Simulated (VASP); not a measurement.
## Ge: single point with PBE+D3(BJ)

Ge, a slab with vacuum:

```
CELL_PARAMETERS angstrom
4.02269 0.00000 0.00000
-2.01134 3.48375 0.00000
0.00000 0.00000 18.86852
ATOMIC_POSITIONS crystal
Ge 0.33333 0.66667 0.27476
Ge 0.66667 0.33333 0.23849
Ge 0.00000 0.88889 0.53626
Ge 0.33333 0.55556 0.50000
```

This cell differs from its parent crystal: layers slid over each other.

* Program: VASP 6.6.1
* Task: single point
* Functional: PBE
* Dispersion: D3(BJ)
* Potentials or basis: VASP PAW PBE potentials, release 64 (Ge_d)
* Cutoff: 520 eV
* k mesh: 9 × 9 × 1
* Occupations: gaussian, width 0.1 eV
* Spin: no spin polarisation
* Dipole correction: yes
* Further INCAR settings: ALGO = Normal; EDIFF = 1e-07; NBANDS = 36

```json
{
 "Largest force": "0.158 eV/Å",
 "Band gap on the k mesh": "0.06 eV",
 "Dispersion energy per atom": "-0.190 eV"
}
```

Forces in eV/Å, atoms in the order of the input:
```
Ge   0.006 -0.012  0.158
Ge   0.001 -0.001  0.026
Ge  -0.001  0.001 -0.026
Ge  -0.006  0.012 -0.158
```

Levels at points of the mesh, in eV from the valence-band top:
```csv
k point,band 25,band 26,band 27,band 28,band 29,band 30,band 31,band 32
"(0.00, 0.00, 0.00)",-0.43,-0.42,-0.41,-0.40,0.55,0.68,1.98,3.21
```

Run time: 8.2 min on 1 thread of Intel(R) Xeon(R) Platinum 8488C (Sapphire Rapids), on a shared host, peak memory 0.53 GiB.

Caveat: the cell differs from its parent crystal (layers slid over each other); semilocal functionals underestimate gaps, and a narrow one can read as zero.
